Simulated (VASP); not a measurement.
Write the native input for VASP 6.6.1 that does the following.

```
Task                   : relaxation of cell and atoms
Functional             : PBEsol
Potentials or basis    : VASP PAW PBE potentials, release 64 (Cl)
Cutoff                 : 600 eV
k mesh                 : 8 × 8 × 4
Occupations            : gaussian, width 0.01 eV
Spin                   : no spin polarisation
Dipole correction      : no
Further INCAR settings : ALGO = Normal; EDIFF = 1e-07; IBRION = 2; EDIFFG = -0.001; NSW = 80; ISIF = 3
```

The structure of Cl lies in POSCAR:

```
Cl
1.0
    3.4479974032     -1.9407094235      0.0000000000
    3.4479974032      1.9407094235      0.0000000000
    0.0000000000      0.0000000000      8.0001439379
Cl
4
Direct
    0.8732862443      0.1267137557      0.1112271532
    0.6267137557      0.3732862443      0.6112271532
    0.1267137557      0.8732862443      0.8887728468
    0.3732862443      0.6267137557      0.3887728468
```

The input as run:

INCAR

```
SYSTEM = Cl
PREC     = Accurate       ! precision mode
ENCUT    = 600            ! plane-wave cutoff, eV
EDIFF    = 1E-7           ! SCF threshold, eV
ISMEAR   = 0              ! smearing method
SIGMA    = 0.01           ! smearing width, eV
LREAL    = .FALSE.        ! projectors in reciprocal space
LASPH    = .TRUE.         ! aspherical terms in the spheres
NELM     = 60             ! most SCF steps
ALGO     = Normal         ! electronic algorithm
ISIF     = 3              ! what is computed and relaxed
LWAVE    = .FALSE.        ! write WAVECAR
LCHARG   = .FALSE.        ! write CHGCAR
GGA      = PS             ! functional
IBRION   = 2              ! ionic algorithm
NSW      = 80             ! ionic steps
EDIFFG   = -0.001         ! ionic threshold
```

KPOINTS

```
Automatic mesh
0
G
  8 8 4
  0 0 0
```

Potentials or basis: VASP PAW PBE potentials, release 64 (Cl).

Run with:

```sh
$ cat potpaw_PBE.64/Cl/POTCAR > POTCAR
$ mpirun -np 1 vasp_std > vasp.out
```

It gave:

| Item | Value |
| --- | --- |
| Relaxed volume | 27.03 Å³/atom |
| Relaxed cell | a = 3.963 Å, b = 3.963 Å, c = 8.033 Å, α = 90.00°, β = 90.00°, γ = 58.98° |
| Space group after relaxing (to 0.1 Å) | Cmce (No. 64) |
| Energy gained by relaxing | 0.5 meV/atom |
| Ionic steps | 34 |
| Pressure after relaxing | 0.0 GPa |
| Band gap on the k mesh | 2.13 eV |

Caveat: this functional lacks dispersion, which holds the molecules together, so the pressure and a relaxed volume are unreliable; the PAW data sets were made with another functional, which shifts forces and pressure a little.

Wall time 14 min on 1 thread of AMD EPYC 9R45 96-Core Processor (Zen 5), with other jobs on the host, peak memory 0.27 GiB.
